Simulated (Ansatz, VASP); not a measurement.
## One calculation of Rh, two programs

```
Rh
1.0
     2.73098    0.00000    0.00000
    -1.36549    2.36510    0.00000
     0.00000    0.00000    4.42849
Rh
2
Cartesian
  0.0000 1.5767 1.1071
  1.3655 0.7884 3.3214
```

Alike in both runs: functional r2SCAN; k mesh 6 × 6 × 4; occupations fermi-dirac, width 0.05 eV; no spin polarisation.

```csv
,VASP,Ansatz
version,VASP 6.6.1,Ansatz 0.2.0
potentials or method,"VASP PAW PBE potentials, release 64 (Rh_sv_GW)",Ansatz PAW
plane-wave cutoff (eV),680,500
valence electrons in the cell,34,34
task,single point,projected density of states
```

Ansatz gave:

```
gap on the k mesh at the Fermi level (eV)                     : none
pressure (GPa)                                                : -9.5
traceless stress, the component that is largest in VASP (GPa) : -3.91
```

What did VASP give for the same quantities?

gap on the k mesh at the Fermi level (eV): none; pressure (GPa): -9.4; traceless stress, the component that is largest in VASP (GPa): -3.91.

VASP's potentials were made for PBE, not for r2SCAN. A gap of «none» marks a metal or a gap that the smearing closes.

The k mesh is coarse, so the values compare programs but aren't converged.
